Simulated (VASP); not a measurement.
A run of VASP 6.6.1 is set up as follows.

The input INCAR:

```
  ALGO = Normal
  EDIFF = 1E-6
  ENCUT = 500
  GGA = PE
  GGA_COMPAT = F
  ISIF = 2
  ISMEAR = 1
  LASPH = T
  LCHARG = F
  LREAL = F
  LWAVE = F
  NBANDS = 13
  NELM = 120
  PREC = Accurate
  SIGMA = 0.1
```

File KPOINTS:

```
k-points
0
Gamma
  15 15 15
```

File POSCAR:

```
Mo
1.0
   -1.5734150000      1.5734150000      1.5262125500
    1.5734150000     -1.5734150000      1.5262125500
    1.5734150000      1.5734150000     -1.5262125500
Mo
1
Direct
    0.0000000000      0.0000000000      0.0000000000
```

Potentials or basis: VASP PAW PBE potentials, release 64 (Mo_sv).

Command:

```console
$ cat potpaw_PBE.64/Mo_sv/POTCAR > POTCAR
$ mpirun -np 1 vasp_std > vasp.out
```

Question: Estimate the band gap on the k mesh.

Answer: Zero (bands 7 and 8 overlap by 5.23 eV).

Question: Estimate the pressure.

Answer: 13.5 GPa.

Stress tensor (GPa, compression positive):
```
10.11  0.00  0.00
 0.00 10.11  0.00
 0.00  0.00 20.19
```

Caveat: the stress differs along the axes, from 10 to 20 GPa.
